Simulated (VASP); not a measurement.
Wanted: the native input for a VASP 6.6.1 run.

```yaml
Task: relaxation of shape and atoms at fixed volume
Functional: PBE
Dispersion: D3(BJ)
Potentials_or_basis: VASP PAW PBE potentials, release 64 (Cd, I)
Cutoff: 500 eV
k_mesh: 6 × 6 × 4
Occupations: gaussian, width 0.02 eV
Spin: no spin polarisation
Dipole_correction: no
Further_INCAR_settings: ALGO = Normal; EDIFF = 1e-07; IBRION = 2; EDIFFG = -0.01; NSW = 50; ISIF = 4
```

The structure of CdI2 lies in POSCAR:

```
CdI2
1.0
    4.0982941484      0.0000000000      0.0000000000
   -2.0491470742      3.5492268447      0.0000000000
    0.0000000000      0.0000000000      6.4387123393
Cd I
1 2
Direct
    0.0000000000      0.0000000000      0.0000000000
    0.3333333333      0.6666666667      0.2665740383
    0.6666666667      0.3333333333      0.7334259617
```

One way to write it, as run:

INCAR

```
SYSTEM = CdI2
  ALGO = Normal
  EDIFF = 1E-7
  EDIFFG = -0.01
  ENCUT = 500
  GGA = PE
  GGA_COMPAT = .False.
  IBRION = 2
  ISIF = 4
  ISMEAR = 0
  IVDW = 12
  LASPH = .True.
  LCHARG = .False.
  LREAL = .False.
  LWAVE = .False.
  NELM = 120
  NELMIN = 4
  NSW = 50
  PREC = Accurate
  SIGMA = 0.02
```

KPOINTS

```
k-points
0
Gamma
  6 6 4
  0 0 0
```

Potentials or basis: VASP PAW PBE potentials, release 64 (Cd, I).

Command:

```sh
$ cat potpaw_PBE.64/Cd/POTCAR potpaw_PBE.64/I/POTCAR > POTCAR
$ mpirun -np 1 vasp_std > vasp.out
```

Results of the run:

```yaml
Energy_gained_by_relaxing: 2.0 meV/atom
Ionic_steps: 6
Pressure_after_relaxing: 3.6 GPa
Band_gap_on_the_k_mesh: 2.15 eV (least direct gap 2.63 eV)
Dispersion_energy_per_atom: -0.382 eV
```

Caveat: spin-orbit coupling is left out, which moves the levels of the heavy elements.

Wall time 77 s on 1 thread of Intel(R) Xeon(R) Platinum 8488C (Sapphire Rapids), on a shared host, peak memory 0.22 GiB.
